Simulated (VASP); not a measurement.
# VH2 (Fm-3m) in VASP: a series of runs

Runs on VH2. Level: PBEsol. Tasks: single point, relaxation of cell and atoms.

Everything below comes from runs of VASP 6.6.1. Logs are shortened: lines on timing, memory, paths and dates and some standing lists are left out, and cuts for length are marked.

## 1. The cell of the first run

It takes space group Fm-3m (No. 225, cubic). The conventional cell has a = 4.246 Å, b = 4.246 Å, c = 4.246 Å, α = 90.00°, β = 90.00°, γ = 90.00°. Within 2.4 Å of V (site symmetry m-3m) lie 8 H at 1.84 Å. Within 2.4 Å of H (site symmetry -43m) lie 4 V at 1.84 Å and 6 H at 2.12 Å.

## 2. Single point, PBEsol (volume scaled by 1.06)

INCAR

```
PREC = Accurate
ENCUT = 520
EDIFF = 1E-6
ISMEAR = 0
SIGMA = 0.1
LREAL = False
LASPH = True
NELM = 60
ALGO = Normal
ISIF = 2
LWAVE = False
LCHARG = False
GGA = PS
NBANDS = 14
```

KPOINTS

```
Automatic mesh
0
Gamma
  18 18 18
```

POSCAR

```
VH2
1.0
    0.0000000000      2.1229238621      2.1229238621
    2.1229238621      0.0000000000      2.1229238621
    2.1229238621      2.1229238621      0.0000000000
V H
1 2
Direct
    0.0000000000      0.0000000000      0.0000000000
    0.2500000000      0.2500000000      0.2500000000
    0.7500000000      0.7500000000      0.7500000000
```

Potentials or basis: VASP PAW PBE potentials, release 64 (V_sv, H).

On the command line:

```sh
$ cat potpaw_PBE.64/V_sv/POTCAR potpaw_PBE.64/H/POTCAR > POTCAR
$ mpirun -np 1 vasp_std > vasp.out
```

OUTCAR:

```text
PREC = Accurate
   ENCUT = 520
   EDIFF = 1E-6
   ISMEAR = 0
   LREAL = False
   LASPH = True
   NELM = 60
   ISIF = 2
   GGA = PS

 ion  position               nearest neighbor table
   1  0.000  0.000  0.000-   3 1.84   3 1.84   3 1.84   2 1.84   2 1.84   2 1.84   3 1.84   2 1.84

   2  0.250  0.250  0.250-   1 1.84   1 1.84   1 1.84   1 1.84
   3  0.750  0.750  0.750-   1 1.84   1 1.84   1 1.84   1 1.84

  LATTYP: Found a face centered cubic cell.
 ALAT       =     4.2458477242

  Lattice vectors:

 A1 = (   0.0000000000,   2.1229238621,   2.1229238621)
 A2 = (   2.1229238621,   0.0000000000,   2.1229238621)
 A3 = (   2.1229238621,   2.1229238621,   0.0000000000)

Analysis of symmetry for initial positions (statically):
=====================================================================
 Subroutine PRICEL returns:
 Original cell was already a primitive cell.

 Routine SETGRP: Setting up the symmetry group for a
 face centered cubic supercell.

 Subroutine GETGRP returns: Found 48 space group operations
 (whereof 48 operations were pure point group operations)
 out of a pool of 48 trial point group operations.

The static configuration has the point symmetry O_h .

Analysis of symmetry for dynamics (positions and initial velocities):
=====================================================================
 Subroutine PRICEL returns:
 Original cell was already a primitive cell.

 Routine SETGRP: Setting up the symmetry group for a
 face centered cubic supercell.

 Subroutine GETGRP returns: Found 48 space group operations
 (whereof 48 operations were pure point group operations)
 out of a pool of 48 trial point group operations.

The dynamic configuration has the point symmetry O_h .

 Subroutine INISYM returns: Found 48 space group operations
 (whereof 48 operations are pure point group operations),
 and found     1 'primitive' translations

----------------------------------------------------------------------------------------

                                     Primitive cell

  volume of cell :      19.1352

  direct lattice vectors                    reciprocal lattice vectors
     0.000000000  2.122923862  2.122923862    -0.235524226  0.235524226  0.235524226
     2.122923862  0.000000000  2.122923862     0.235524226 -0.235524226  0.235524226
     2.122923862  2.122923862  0.000000000     0.235524226  0.235524226 -0.235524226

  length of vectors
     3.002267718  3.002267718  3.002267718     0.407939926  0.407939926  0.407939926

  position of ions in fractional coordinates (direct lattice)
     0.000000000  0.000000000  0.000000000
     0.250000000  0.250000000  0.250000000
     0.750000000  0.750000000  0.750000000

  ion indices of the primitive-cell ions
   primitive index   ion index
                 1           1
                 2           2
                 3           3

----------------------------------------------------------------------------------------

 KPOINTS: Automatic mesh

Automatic generation of k-mesh.
 Grid dimensions read from file:
 generate k-points for:   18   18   18

 Generating k-lattice:

  Cartesian coordinates                     Fractional coordinates (reciprocal lattice)
    -0.013084679  0.013084679  0.013084679     0.055555556  0.000000000  0.000000000
     0.013084679 -0.013084679  0.013084679     0.000000000  0.055555556  0.000000000
     0.013084679  0.013084679 -0.013084679     0.000000000  0.000000000  0.055555556

  Length of vectors
     0.022663329  0.022663329  0.022663329

  Shift w.r.t. Gamma in fractional coordinates (k-lattice)
     0.000000000  0.000000000  0.000000000

 Subroutine IBZKPT returns following result:
 ===========================================

 Found    195 irreducible k-points:

 Following reciprocal coordinates:
            Coordinates               Weight
  0.000000  0.000000  0.000000      1.000000
  0.055556  0.000000  0.000000      8.000000
  0.111111  0.000000  0.000000      8.000000
  0.166667  0.000000  0.000000      8.000000
  0.222222  0.000000  0.000000      8.000000
  0.277778  0.000000  0.000000      8.000000
[... 16 lines left out ...]
 -0.277778  0.055556  0.000000     24.000000
 -0.222222  0.055556  0.000000     24.000000
 [... further k-points ...]
   k-points           NKPTS =    195   k-points in BZ     NKDIM =    195   number of bands    NBANDS=     14
   number of dos      NEDOS =    301   number of ions     NIONS =      3
   total plane-waves  NPLWV =  13824
   dimension x,y,z NGX =    24 NGY =   24 NGZ =   24
   dimension x,y,z NGXF=    48 NGYF=   48 NGZF=   48
   ions per type =               1   2
   NGX,Y,Z   is equivalent  to a cutoff of  13.29, 13.29, 13.29 a.u.
   NGXF,Y,Z  is equivalent  to a cutoff of  26.58, 26.58, 26.58 a.u.
 SYSTEM =  unknown system
   PREC   = accura    normal or accurate (medium, high low for compatibility)
   ISTART =      0    job   : 0-new  1-cont  2-samecut
   ICHARG =      2    charge: 1-file 2-atom 10-const
   ISPIN  =      1    spin polarized calculation?
   LNONCOLLINEAR =      F non collinear calculations
   LSORBIT =      F    spin-orbit coupling
   LASPH  =      T    aspherical Exc in radial PAW
   ENCUT  =  520.0 eV  38.22 Ry    6.18 a.u.   5.58  5.58  5.58*2*pi/ulx,y,z
   NELM   =     60;   NELMIN=  2; NELMDL= -5     # of ELM steps
   EDIFF  = 0.1E-05   stopping-criterion for ELM
   LREAL  =      F    real-space projection
[... 7 lines left out ...]
   TEBEG  =    0.0;   TEEND  =   0.0 temperature during run
   PSTRESS=    0.0 pullay stress
   NELECT =      15.0000    total number of electrons
   NUPDOWN=      -1.0000    fix difference up-down
   EMIN   =  10.00;   EMAX   =-10.00  energy-range for DOS
   EFERMI =   0.00;   METHOD = LEGACY
   ISMEAR =     0;   SIGMA  =   0.10  broadening in eV -4-tet -1-fermi 0-gaus
   EFERMI_NEDOS =   21; number of points for ismear=-14 and -15
   IALGO  =     38    algorithm
   IMIX   =      4    mixing-type and parameters
     AMIX     =   0.40;   BMIX     =  1.00
     AMIX_MAG =   1.60;   BMIX_MAG =  1.00
  volume/ion in A,a.u.               =       6.38        43.04
  Fermi-wavevector in a.u.,A,eV,Ry     =   1.509480  2.852504 31.001301  2.278531
  Thomas-Fermi vector in A             =   2.619797
   LORBIT       =      0    0 simple, 1 ext, 2 COOP (PROOUT), +10 PAW based schemes
   GGA     = PS    functional components
   LHFCALC =     F    Hartree Fock is set to
   AEXX    =    0.0000 exact exchange contribution
   IVDW    =     0    specifies the selected vdW correction
   LEPSILON=     F    determine dielectric tensor
   LRPA    =     F    only Hartree local field effects (RPA)
 non-spin polarized calculation
 Gauss-broadening in eV      SIGMA  =   0.10
  energy-cutoff  :      520.00
  volume of cell :       19.14
 maximum number of plane-waves:       534
   NGX = 11   NGY = 11   NGZ = 11

 number of electron      15.0000001 magnetization

 Free energy of the ion-electron system (eV)
  ---------------------------------------------------
  ext. energy  EPLUGINS =         0.00000000
  ---------------------------------------------------
  free energy    TOTEN  =       -17.05314466 eV

  energy without entropy =      -17.04614878  energy(sigma->0) =      -17.04964672

 E-fermi :   8.1224     XC(G=0): -12.3731

 val. band max:        8.1188470115   @ k =  -0.3333   0.2778   0.1111
 cond. band min:       8.1226755819   @ k =  -0.3889   0.2778   0.1111
 fundamental gap:      0.0038285704
 Fermi energy:         8.1223582936

 k-point     1 :       0.0000    0.0000    0.0000
  band No.  band energies     occupation
      1     -56.1830      2.00000
      2     -29.9815      2.00000
      3     -29.9815      2.00000
      4     -29.9815      2.00000
      5      -3.2739      2.00000
      6       7.1580      2.00000
      7       7.1580      2.00000
      8       7.1580      2.00000
      9       8.8811      0.00000
     10       8.8811      0.00000
     11       9.4038      0.00000
     12      24.0463      0.00000
     13      25.3248      0.00000
     14      25.3248      0.00000

 k-point     2 :       0.0556    0.0000    0.0000
  band No.  band energies     occupation
      1     -56.1814      2.00000
      2     -29.9924      2.00000
      3     -29.9828      2.00000
      4     -29.9828      2.00000
      5      -3.1916      2.00000
      6       6.7413      2.00000
      7       7.1897      2.00000
      8       7.1897      2.00000
      9       8.8628      0.00000
     10       8.8628      0.00000
     11       9.8666      0.00000
     12      23.0446      0.00000
     13      25.2667      0.00000
     14      25.2667      0.00000

 k-point     3 :       0.1111    0.0000    0.0000
  band No.  band energies     occupation
      1     -56.1769      2.00000
      2     -30.0238      2.00000
      3     -29.9868      2.00000
      4     -29.9868      2.00000
      5      -2.9494      2.00000
      6       5.9540      2.00000
      7       7.2752      2.00000
      8       7.2752      2.00000
      9       8.8197      0.00000
     10       8.8197      0.00000
     11      10.7760      0.00000
     12      21.5576      0.00000
     13      24.8020      0.00000
     14      25.1117      0.00000
[... 324 lines left out ...]
 k-point    23 :      -0.2778    0.0556    0.0000
  band No.  band energies     occupation
      1     -56.1488      2.00000
      2     -30.2105      2.00000
      3     -30.0223      2.00000
      4     -30.0077      2.00000
      5      -1.1856      2.00000
      6       3.5549      2.00000
      7       7.4067      2.00000
      8       7.5223      2.00000
      9       8.8393      0.00000
     10       9.2179      0.00000
     11      13.1693      0.00000
     12      17.3227      0.00000
     13      21.6097      0.00000
     14      23.0627      0.00000

 k-point    24 :      -0.2222    0.0556    0.0000
  band No.  band energies     occupation
      1     -56.1576      2.00000
      2     -30.1514      2.00000
      3     -30.0140      2.00000
      4     -29.9997      2.00000
      5      -1.7935      2.00000
      6       4.1215      2.00000
      7       7.4439      2.00000
      8       7.5356      2.00000
      9       8.6675      0.00000
     10       9.0332      0.00000
     11      12.8360      0.00000
     12      18.3680      0.00000
     13      22.2225      0.00000
     14      23.2449      0.00000

 [... further k-points ...]
[... 5 lines left out ...]
  --------------------------------------------------------------------------------------
  -------------------------------------------------------------------------------------
  Total       -1.1707522     -1.1707522     -1.1707522     -0.0000000     -0.0000000      0.0000000
  in kB      -98.0262368    -98.0262368    -98.0262368     -0.0000000     -0.0000000      0.0000000
  external PRESSURE =     -98.0262368 kB  Pullay stress =       0.0000000 kB

 VOLUME and BASIS-vectors are now :
 -----------------------------------------------------------------------------
  energy-cutoff  :      520.00
  volume of cell :       19.14
      direct lattice vectors                 reciprocal lattice vectors
     0.000000000  2.122923862  2.122923862    -0.235524226  0.235524226  0.235524226
     2.122923862  0.000000000  2.122923862     0.235524226 -0.235524226  0.235524226
     2.122923862  2.122923862  0.000000000     0.235524226  0.235524226 -0.235524226

 POSITION                                       TOTAL-FORCE (eV/Angst)
 -----------------------------------------------------------------------------------
      0.00000      0.00000      0.00000         0.000000      0.000000      0.000000
      1.06146      1.06146      1.06146         0.000000     -0.000000     -0.000000
      3.18439      3.18439      3.18439        -0.000000      0.000000     -0.000000
 -----------------------------------------------------------------------------------
    total drift:                               -0.000000      0.000000      0.000000

  FREE ENERGIE OF THE ION-ELECTRON SYSTEM (eV)
  ---------------------------------------------------
  free  energy   TOTEN  =       -17.0531446631 eV

  energy  without entropy=      -17.0461487837  energy(sigma->0) =      -17.04964672
```

It took 20 s on 1 thread of AMD EPYC 9R45 (Zen 5), shared host; peak memory 0.15 GiB.

Results:

```
Free energy : -17.0531 eV
Pressure    : -9.8 GPa
```

Levels at points of the mesh, in eV from the Fermi level:
| k point | band 6 | band 7 | band 8 | band 9 | band 10 | band 11 |
| --- | --- | --- | --- | --- | --- | --- |
| (0.00, 0.00, 0.00) | -0.96 | -0.96 | -0.96 | 0.76 | 0.76 | 1.28 |
| (0.50, 0.00, 0.00) | -5.55 | -0.84 | -0.84 | 1.51 | 1.51 | 4.20 |
| (0.50, 0.50, 0.00) | -5.54 | -3.60 | 1.61 | 1.62 | 1.62 | 6.84 |

Caveat: the cell differs from its parent crystal (volume scaled by 1.06); the PAW data sets were made with another functional, which shifts forces and pressure a little.

## 3. Relaxation of cell and atoms, PBEsol

This run uses another cell than the first one, of 6.03 Å³/atom, 0.946 times its volume.

INCAR

```
SYSTEM = VH2
  ALGO = Normal
  EDIFF = 1E-7
  EDIFFG = -0.005
  ENCUT = 600
  GGA = PS
  IBRION = 2
  ISIF = 3
  ISMEAR = 0
  LASPH = .TRUE.
  LCHARG = .FALSE.
  LREAL = .FALSE.
  LWAVE = .FALSE.
  NELM = 100
  NSW = 100
  PREC = Accurate
  SIGMA = 0.1
```

KPOINTS

```
k-points
0
G
  18 18 18
  0 0 0
```

POSCAR

```
VH2
1.0
    0.0000000000      2.0837753068      2.0837753068
    2.0837753068      0.0000000000      2.0837753068
    2.0837753068      2.0837753068      0.0000000000
V H
1 2
Direct
    0.0000000000      0.0000000000      0.0000000000
    0.2500000000      0.2500000000      0.2500000000
    0.7500000000      0.7500000000      0.7500000000
```

Potentials or basis: VASP PAW PBE potentials, release 64 (V_sv, H).

On the command line:

```sh
$ cat potpaw_PBE.64/V_sv/POTCAR potpaw_PBE.64/H/POTCAR > POTCAR
$ mpirun -np 1 vasp_std > vasp.out
```

It took 24 s on 1 thread of AMD EPYC 9R45 (Zen 5), shared host; peak memory 0.15 GiB.

Results (log left out):

* Free energy: -17.0867 eV
* Relaxed volume: 6.02 Å³/atom
* Relaxed cell: a = 2.946 Å, b = 2.946 Å, c = 2.946 Å, α = 60.00°, β = 60.00°, γ = 60.00°
* Space group after relaxing (to 0.05 Å): Fm-3m (No. 225)
* Energy gained by relaxing: 0.0 meV/atom
* Ionic steps: 2
* Pressure after relaxing: 0.0 GPa

Final structure:
```cif
data_structure
_symmetry_space_group_name_H-M 'P 1'
_symmetry_Int_Tables_number 1
_cell_length_a 2.9455
_cell_length_b 2.9455
_cell_length_c 2.9455
_cell_angle_alpha 60.000
_cell_angle_beta 60.000
_cell_angle_gamma 60.000
_cell_volume 18.07
loop_
_atom_site_label
_atom_site_type_symbol
_atom_site_fract_x
_atom_site_fract_y
_atom_site_fract_z
_atom_site_occupancy
V1 V 0.00000 0.00000 0.00000 1
H1 H 0.25000 0.25000 0.25000 1
H2 H 0.75000 0.75000 0.75000 1
```

Levels at points of the mesh, in eV from the Fermi level:
| k point | band 4 | band 5 | band 6 | band 7 | band 8 | band 9 | band 10 | band 11 |
| --- | --- | --- | --- | --- | --- | --- | --- | --- |
| (0.00, 0.00, 0.00) | -38.04 | -11.76 | -1.04 | -1.04 | -1.04 | 0.82 | 0.82 | 1.35 |
| (0.50, 0.00, 0.00) | -38.09 | -8.13 | -5.65 | -0.91 | -0.91 | 1.64 | 1.64 | 4.57 |
| (0.50, 0.50, 0.00) | -38.18 | -6.67 | -5.61 | -3.86 | 1.76 | 1.76 | 1.76 | 7.35 |

Caveat: the PAW data sets were made with another functional, which shifts forces and pressure a little.

## 4. Single point, PBEsol

This run uses another cell than the first one, of 6.49 Å³/atom, 1.018 times its volume.

INCAR

```
SYSTEM = VH2
ALGO = Normal
EDIFF = 1E-6
ENCUT = 520
GGA = PS
ISIF = 2
ISMEAR = 0
LASPH = .True.
LCHARG = .False.
LREAL = .False.
LWAVE = .False.
NBANDS = 14
NELM = 60
PREC = Accurate
SIGMA = 0.1
```

KPOINTS

```
k-points
0
Gamma
  16 16 16
  0 0 0
```

POSCAR

```
VH2
1.0
    0.0000000000      2.1355000000      2.1355000000
    2.1355000000      0.0000000000      2.1355000000
    2.1355000000      2.1355000000      0.0000000000
V H
1 2
Direct
    0.0000000000      0.0000000000      0.0000000000
    0.2500000000      0.2500000000      0.2500000000
    0.7500000000      0.7500000000      0.7500000000
```

On the command line:

```sh
$ cat potpaw_PBE.64/V_sv/POTCAR potpaw_PBE.64/H/POTCAR > POTCAR
$ mpirun -np 1 vasp_std > vasp.out
```

It took 24 s on 1 thread of Intel Xeon Platinum 8375C at 2.90GHz (Ice Lake), shared host; peak memory 0.17 GiB.

It converged, with:

| Property | Result |
| --- | --- |
| Free energy | -17.0297 eV |
| Pressure | -12.4 GPa |

Levels at points of the mesh, in eV from the Fermi level:
```csv
k point,band 4,band 5,band 6,band 7,band 8,band 9,band 10,band 11,band 12,band 13
"(0.00, 0.00, 0.00)",-38.13,-11.29,-0.95,-0.95,-0.95,0.73,0.73,1.26,15.76,17.04
"(0.50, 0.00, 0.00)",-38.17,-7.72,-5.52,-0.82,-0.82,1.47,1.47,4.08,7.69,14.07
"(0.50, 0.50, 0.00)",-38.24,-6.25,-5.52,-3.52,1.57,1.57,1.57,6.68,7.70,7.83
```

Caveat: the PAW data sets were made with another functional, which shifts forces and pressure a little.

(Part 1 of 2 ends here.)
